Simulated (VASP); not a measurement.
Here is a VASP 6.6.1 calculation.

Contents of INCAR:

```
SYSTEM = PbS
  PREC = Accurate
  ENCUT = 520
  EDIFF = 1E-6
  ISMEAR = 0
  SIGMA = 0.15
  LREAL = .FALSE.
  LASPH = .TRUE.
  NELM = 60
  ALGO = Normal
  ISIF = 2
  LWAVE = .FALSE.
  LCHARG = .FALSE.
  GGA = PE
  IVDW = 12
  NBANDS = 17
```

Contents of KPOINTS:

```
regular mesh
0
G
  16 16 16
  0 0 0
```

POSCAR

```
PbS
1.0
    3.3136025960      0.0000000000      0.0000000000
    0.0000000000      3.3136025960      0.0000000000
    0.0000000000      0.0000000000      3.7458116303
Pb S
1 1
Direct
    0.0000000000      0.0000000000      0.0000000000
    0.5000000000      0.5000000000      0.5000000000
```

Potentials or basis: VASP PAW PBE potentials, release 64 (Pb_d, S).

The run is started by

```console
$ cat potpaw_PBE.64/Pb_d/POTCAR potpaw_PBE.64/S/POTCAR > POTCAR
$ mpirun -np 1 vasp_std > vasp.out
```

Task: Predict the pressure.

Result: 10.0 GPa.

Task: Estimate the band gap on the k mesh.

Result: Zero (bands 10 and 11 overlap by 2.03 eV).

Stress tensor (GPa, compression positive):
```
14.24  0.00  0.00
 0.00 14.24  0.00
 0.00  0.00  1.62
```

Caveat: the cell differs from its parent crystal (strain -0.080 along x and y, +0.040 along z); the cell stands under pressure; spin-orbit coupling is left out, which moves the levels of the heavy elements.
